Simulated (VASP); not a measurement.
SiO2: single point with LDA

The system is SiO2.

```
Si O
1.0
     4.25490    0.00000    0.00000
     0.00000    4.25490    0.00000
     0.00000    0.00000    2.40580
Si O
2 4
Direct
  0.50000 0.50000 0.50000
  0.00000 0.00000 0.00000
  0.69443 0.69443 0.00000
  0.19443 0.80557 0.50000
  0.30557 0.30557 0.00000
  0.80557 0.19443 0.50000
```

```yaml
Program: VASP 6.6.1
Task: single point
Functional: LDA
Potentials_or_basis: VASP PAW LDA potentials, release 64 (Si, O)
Cutoff: 520 eV
k_mesh: 6 × 6 × 8
Occupations: gaussian, width 0.05 eV
Spin: no spin polarisation
Dipole_correction: no
Further_INCAR_settings: ALGO = Normal; EDIFF = 1e-06; NBANDS = 25
```

| Item | Value |
| --- | --- |
| Pressure | 31.8 GPa |
| Largest force | 0.029 eV/Å |
| Band gap on the k mesh | 6.86 eV |

Forces in eV/Å, atoms in the order of the input:
```
Si   0.000  0.000  0.000
Si   0.000  0.000  0.000
O   -0.020 -0.020  0.000
O   -0.020  0.020  0.000
O    0.020  0.020  0.000
O    0.020 -0.020  0.000
```

Stress tensor (GPa, compression positive):
```
 3.55  0.00  0.00
 0.00  3.55  0.00
 0.00  0.00 88.41
```

Levels at points of the mesh, in eV from the valence-band top:
| k point | band 14 | band 15 | band 16 | band 17 | band 18 | band 19 |
| --- | --- | --- | --- | --- | --- | --- |
| (0.00, 0.00, 0.00) | -1.01 | -1.01 | 0.00 | 6.86 | 9.00 | 10.56 |
| (0.50, 0.00, 0.00) | -1.93 | -1.24 | -1.24 | 9.12 | 9.12 | 10.68 |
| (0.50, 0.50, 0.00) | -2.52 | -2.40 | -2.40 | 9.16 | 9.16 | 11.29 |
| (0.00, 0.00, 0.50) | -2.89 | -2.80 | -2.80 | 9.64 | 9.64 | 12.43 |
| (0.50, 0.00, 0.50) | -2.53 | -1.78 | -1.78 | 9.06 | 9.06 | 9.49 |
| (0.50, 0.50, 0.50) | -2.02 | -1.56 | -1.56 | 7.47 | 7.47 | 11.04 |

Run time: 52 s on 1 thread of AMD EPYC 7R13 (shared host), peak memory 0.13 GiB.

Caveat: the cell stands under pressure. A k mesh can miss the band edges.
